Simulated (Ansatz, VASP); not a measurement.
# One calculation of Sr, two programs

INCAR

```
SYSTEM = Sr
PREC     = Accurate       ! precision mode
ENCUT    = 520            ! plane-wave cutoff, eV
EDIFF    = 1E-6           ! SCF threshold, eV
ISMEAR   = -1             ! smearing method
SIGMA    = 0.1            ! smearing width, eV
LREAL    = .FALSE.        ! projectors in reciprocal space
LASPH    = .TRUE.         ! aspherical terms in the spheres
NELM     = 60             ! most SCF steps
ALGO     = Normal         ! electronic algorithm
ISIF     = 2              ! what is computed and relaxed
LWAVE    = .FALSE.        ! write WAVECAR
LCHARG   = .TRUE.         ! write CHGCAR
LELF     = .TRUE.         ! ELF
LVHAR    = .TRUE.       
NBANDS   = 11             ! bands
```

Contents of KPOINTS:

```
Automatic mesh
0
G
  11 11 11
  0 0 0
```

POSCAR

```
Sr
1.0
   -2.2558561818      2.2558561818      2.2558561818
    2.2558561818     -2.2558561818      2.2558561818
    2.2558561818      2.2558561818     -2.2558561818
Sr
1
Direct
    0.0000000000      0.0000000000      0.0000000000
```

Input for Ansatz:

```yaml
crystal:
  lattice:
    - [-2.2558561818, 2.2558561818, 2.2558561818]
    - [2.2558561818, -2.2558561818, 2.2558561818]
    - [2.2558561818, 2.2558561818, -2.2558561818]
  atoms:
    - { symbol: Sr, position: [0.0, 0.0, 0.0] }
hamiltonian:
  xc: lda
  pseudopotentials:
    kind: paw
    azcp:
      Sr: "pseudopotentials/Sr.paw.azcp"
basis:
  ecutwfc: 420
  fft_grid_basis: typed
kpoints:
  mp_grid: { grid: [11, 11, 11], shift: [0, 0, 0] }
magnetization:
  spin_polarized: false
scf:
  occupations: { method: fermi_dirac, width: 0.1 }
  lower_state_search: "off"
output:
  stress: true
```

Alike in both runs: task single point; functional LDA; k mesh 11 × 11 × 11; occupations fermi-dirac, width 0.1 eV; no spin polarisation.

```csv
,VASP,Ansatz
version,VASP 6.6.1,Ansatz 0.2.0
potentials or method,"VASP PAW LDA potentials, release 64 (Sr_sv), cutoff 520 eV","plane waves (420 eV) with PAW, scalar-relativistic"
valence electrons in the cell,10,10
```

```csv
,VASP,Ansatz,Ansatz less VASP
pressure (GPa),0.6,0.6,0.00
```

Ansatz warns that its potentials were made for another functional, while VASP's fit it. LDA's correlation is that of Perdew and Zunger in VASP and of Perdew and Wang (1992) in Ansatz.
